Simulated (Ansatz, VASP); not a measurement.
**MgO: VASP beside Ansatz**

Contents of INCAR:

```
SYSTEM = MgO
  PREC = Accurate
  ENCUT = 520
  EDIFF = 1E-7
  ISMEAR = 0
  SIGMA = 0.05
  LREAL = .FALSE.
  LASPH = .TRUE.
  NELM = 60
  ALGO = Normal
  ISIF = 2
  LWAVE = .FALSE.
  LCHARG = .FALSE.
  GGA = PS
  NBANDS = 16
```

KPOINTS

```
Automatic mesh
0
G
  9 9 6
  0 0 0
```

File POSCAR:

```
MgO
1.0
    3.3744722750      0.0000000000      0.0000000000
   -1.6872361375      2.9223787145      0.0000000000
    0.0000000000      0.0000000000      4.8589026287
Mg O
2 2
Direct
    0.6666666667      0.3333333333      0.7500000000
    0.3333333333      0.6666666667      0.2500000000
    0.6666666667      0.3333333333      0.2500000000
    0.3333333333      0.6666666667      0.7500000000
```

Input for Ansatz:

```yaml
crystal:
  lattice:
    - [3.374472275, 0.0, 0.0]
    - [-1.6872361375, 2.9223787145, 0.0]
    - [0.0, 0.0, 4.8589026287]
  atoms:
    - { symbol: Mg, position: [0.6666666667, 0.3333333333, 0.75] }
    - { symbol: Mg, position: [0.3333333333, 0.6666666667, 0.25] }
    - { symbol: O, position: [0.6666666667, 0.3333333333, 0.25] }
    - { symbol: O, position: [0.3333333333, 0.6666666667, 0.75] }
basis:
  ecutwfc: 520.0
kpoints:
  mp_grid: { grid: [9, 9, 6] }
hamiltonian:
  xc: pbesol
  pseudopotentials: { kind: paw, azcp: { folder: soft_1 } }
scf:
  occupations: { method: gaussian, width: 0.05 }
output:
  forces: true
  stress: true
  eigenvalues: true
```

Alike in both runs: task single point; functional PBEsol; k mesh 9 × 9 × 6; occupations gaussian, width 0.05 eV; no spin polarisation.

```csv
,VASP,Ansatz
version,VASP 6.6.1,Ansatz 0.2.0
potentials or method,"VASP PAW PBE potentials, release 64 (Mg, O), cutoff 520 eV","scalar-relativistic, plane waves, PAW"
valence electrons in the cell,16,32
```

```tsv
	VASP	Ansatz	Ansatz less VASP
gap on the k mesh at the Fermi level (eV)	2.72	2.73	+0.010
least direct gap on the mesh (eV)	2.72	2.73	+0.010
pressure (GPa)	-3.2	-2.9	+0.30
traceless stress, the component that is largest in VASP (GPa)	-10.66	-10.60	+0.059
```

VASP's potentials were made for PBE, not for PBEsol, and Ansatz warns of the same on its side. With one functional, cell and mesh, what is left measures potentials, basis and numerics. VASP's potentials hold 16 valence electrons a cell and Ansatz's 32, so a difference there can come from the potentials and not from the codes.
